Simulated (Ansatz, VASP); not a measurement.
This is a calculation of SnO for VASP 6.6.1.

INCAR

```
SYSTEM = SnO
PREC     = Accurate       ! precision mode
ENCUT    = 600            ! plane-wave cutoff, eV
EDIFF    = 1E-6           ! SCF threshold, eV
ISMEAR   = -1             ! smearing method
SIGMA    = 0.05           ! smearing width, eV
LREAL    = .FALSE.        ! projectors in reciprocal space
LASPH    = .TRUE.         ! aspherical terms in the spheres
NELM     = 80             ! most SCF steps
ALGO     = Normal         ! electronic algorithm
ISIF     = 3              ! what is computed and relaxed
LWAVE    = .FALSE.        ! write WAVECAR
LCHARG   = .FALSE.        ! write CHGCAR
GGA      = PS             ! functional
IVDW     = 13             ! dispersion correction
IBRION   = 2              ! ionic algorithm
NSW      = 60             ! ionic steps
EDIFFG   = -0.01          ! ionic threshold
```

File KPOINTS:

```
regular mesh
0
G
  7 7 6
  0 0 0
```

POSCAR

```
SnO
1.0
    3.8136952200      0.0000000000      0.0000000000
    0.0000000000      3.8136952200      0.0000000000
    0.0000000000      0.0000000000      4.8869133000
Sn O
2 2
Direct
    0.5000000000      0.0000000000      0.7646261400
    0.0000000000      0.5000000000      0.2353738600
    0.0000000000      0.0000000000      0.0000000000
    0.5000000000      0.5000000000      0.0000000000
```

Potentials or basis: VASP PAW PBE potentials, release 64 (Sn_d, O).

Launch:

```bash
$ cat potpaw_PBE.64/Sn_d/POTCAR potpaw_PBE.64/O/POTCAR > POTCAR
$ mpirun -np 1 vasp_std > vasp.out
```

Set up the same calculation for Ansatz 0.2.0. Potentials there: Ansatz PAW.

As run (the cutoff follows the program's own potentials):

input.yaml

```yaml
crystal:
  lattice:
    - [3.81369522, 0.0, 0.0]
    - [0.0, 3.81369522, 0.0]
    - [0.0, 0.0, 4.8869133]
  atoms:
    - { symbol: Sn, position: [0.5, 0.0, 0.76462614] }
    - { symbol: Sn, position: [0.0, 0.5, 0.23537386] }
    - { symbol: O, position: [0.0, 0.0, 0.0] }
    - { symbol: O, position: [0.5, 0.5, 0.0] }
hamiltonian:
  xc: pbesol
  pseudopotentials: { kind: paw }
  dispersion: d4
kpoints:
  mp_grid: { grid: [7, 7, 6] }
scf:
  occupations: { method: fermi_dirac, width: 0.05 }
output:
  forces: true
  stress: true
relax:
  f_tol: 0.01
  max_steps: 40
  cell: { stress_tol: 0.05 }
```

Potentials or basis: Ansatz PAW.

Command:

```sh
$ ansatz run input.yaml --threads 2 --pin off --max-ram 5120MiB --backend cpu --events-out ev --progress --plain --runs-dir out
```

Both were run:

|  | VASP | Ansatz | Ansatz less VASP |
| --- | --- | --- | --- |
| relaxed volume (Å³/atom) | 16.42 | 16.49 | +0.071 |
| relaxed cell length with the largest relative difference (Å) | 4.596 | 4.613 | +0.0168 |

VASP's potentials were made for PBE, not for PBEsol.

Noted on Ansatz's run: the plane-wave basis is chosen anew once the cell has moved, so the energies of steps on either side of that aren't comparable.
